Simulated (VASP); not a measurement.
Wanted: the native input for a VASP 6.6.1 run.

| Property | Result |
| --- | --- |
| Task | single point |
| Functional | PBE |
| Potentials or basis | VASP PAW PBE potentials, release 64 (Li_sv) |
| Cutoff | 520 eV |
| k mesh | 45 × 45 × 45 |
| Occupations | fermi-dirac, width 0.0612256 eV |
| Spin | no spin polarisation |
| Dipole correction | no |
| Further INCAR settings | ALGO = Normal; EDIFF = 1e-07; NBANDS = 8 |

The structure of Li lies in POSCAR:

```
Li
1.0
   -1.7512068102      1.7512068102      1.7512068102
    1.7512068102     -1.7512068102      1.7512068102
    1.7512068102      1.7512068102     -1.7512068102
Li
1
Direct
    0.0000000000      0.0000000000      0.0000000000
```

The input as run:

INCAR

```
ALGO = Normal
EDIFF = 1E-7
ENCUT = 520
GGA = PE
ISIF = 2
ISMEAR = -1
LASPH = True
LCHARG = True
LELF = True
LREAL = False
LVHAR = True
LWAVE = False
NBANDS = 8
NELM = 80
PREC = Accurate
SIGMA = 0.06122561905347299
```

KPOINTS

```
k-points
0
Gamma
  45 45 45
```

Potentials or basis: VASP PAW PBE potentials, release 64 (Li_sv).

Launch:

```console
$ cat potpaw_PBE.64/Li_sv/POTCAR > POTCAR
$ mpirun -np 1 vasp_std > vasp.out
```

It took 8.3 min on 1 thread of Oxide Virtual Turin-like Processor, with other jobs on the host, peak memory 0.36 GiB.
